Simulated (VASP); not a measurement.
AlP:

```
CELL_PARAMETERS angstrom
0.00000 2.68447 2.68447
2.68447 0.00000 2.68447
2.68447 2.68447 0.00000
ATOMIC_POSITIONS crystal
Al 0.00000 0.00000 0.00000
P 0.25000 0.25000 0.25000
```

This cell differs from its parent crystal: strain -2.0%.

Base run:

* Program: VASP 6.6.1
* Functional: r2SCAN
* Potentials or basis: VASP PAW PBE potentials, release 64 (Al, P)
* Cutoff: 550 eV
* k mesh: 8 × 8 × 8
* Occupations: gaussian, width 0.01 eV
* Spin: no spin polarisation

Its results: band gap on the k mesh 1.81 eV, indirect (least direct gap 4.10 eV); pressure 5.9 GPa.

**Question.** The run is repeated on the same cell with these changes: functional from r2SCAN to PBE; cutoff from 550 eV to 500 eV; occupations from gaussian, width 0.01 eV to fermi-dirac, width 0.02 eV. What comes out?

**Answer.** Band gap on the k mesh 1.47 eV, indirect (least direct gap 3.68 eV); pressure 7.3 GPa.

Caveats: the PAW data sets were made with another functional, which shifts forces and pressure a little (some runs).

A k mesh can miss the band edges.
